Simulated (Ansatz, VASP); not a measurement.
# FeIrC4N4 in VASP and in Ansatz

```
CELL_PARAMETERS angstrom
5.78629 0.00000 0.00000
0.00000 5.78629 0.00000
0.00000 0.00000 5.78629
ATOMIC_POSITIONS crystal
Fe 0.00000 0.00000 0.00000
Ir 0.50000 0.50000 0.50000
C 0.18733 0.18733 0.18733
C 0.18733 0.81267 0.81267
C 0.81267 0.18733 0.81267
C 0.81267 0.81267 0.18733
N 0.30605 0.30605 0.30605
N 0.30605 0.69395 0.69395
N 0.69395 0.30605 0.69395
N 0.69395 0.69395 0.30605
```

Alike in both runs: functional PBE; k mesh 4 × 4 × 4; occupations gaussian, width 0.1 eV; collinear spin.

Ansatz relaxed the structure, and its values are those at the end. VASP's run is a single point on that final structure, the one shown.

|  | VASP | Ansatz |
| --- | --- | --- |
| version | VASP 6.6.1 | Ansatz 0.2.0 |
| potentials or method | VASP PAW PBE potentials, release 64 (Fe, Ir, C, N), cutoff 520 eV | scalar-relativistic, plane waves, PAW |
| valence electrons in the cell | 53 | 69 |

Ansatz gave:

- gap on the k mesh at the Fermi level (eV): none
- pressure (GPa): -0.1
- rms of the force components (eV/Å): 0.001
- net moment per atom (μB): 0.10
- size of the moment on the site where the two differ most (μB): 1.89

What did VASP give for the same quantities?

gap on the k mesh at the Fermi level (eV): none; pressure (GPa): -1.7; rms of the force components (eV/Å): 0.623; net moment per atom (μB): 0.10; size of the moment on the site where the two differ most (μB): 0.22.

Site moments also hang on the region over which each program counts them. A gap of «none» marks a metal or a gap that the smearing closes. VASP's potentials hold 53 valence electrons a cell and Ansatz's 69, so a difference there can come from the potentials and not from the codes. Ansatz's warnings: seeded moment not kept.

Neither program's run includes spin-orbit coupling. Noted on VASP's run: the standard files for N, O and F lose accuracy on very short bonds.
